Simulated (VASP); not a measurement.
Here is a VASP 6.6.1 calculation.

File INCAR:

```
  PREC = Accurate
  ENCUT = 520
  EDIFF = 1E-7
  ISMEAR = 0
  SIGMA = 0.1
  LREAL = F
  LASPH = T
  NELM = 80
  ALGO = Fast
  ISIF = 2
  LWAVE = F
  LCHARG = F
  GGA = CA
  NBANDS = 21
```

File KPOINTS:

```
Automatic mesh
0
Gamma
  16 16 16
```

The input POSCAR:

```
Sn
1.0
   -2.8943168783      2.8943168783      1.5614856379
    2.8943168783     -2.8943168783      1.5614856379
    2.8943168783      2.8943168783     -1.5614856379
Sn
2
Direct
    0.0000000000      0.0000000000      0.0000000000
    0.7500000000      0.2500000000      0.5000000000
```

Potentials or basis: VASP PAW LDA potentials, release 64 (Sn_d).

Run with:

```sh
$ cat potpaw_LDA.64/Sn_d/POTCAR > POTCAR
$ mpirun -np 1 vasp_std > vasp.out
```

Question: What does it give for the band gap on the k mesh?

Answer: Zero (bands 14 and 15 overlap by 4.42 eV).

Question: Estimate the pressure.

Answer: 0.0 GPa.

Caveat: spin-orbit coupling is left out, which moves the levels of the heavy elements.
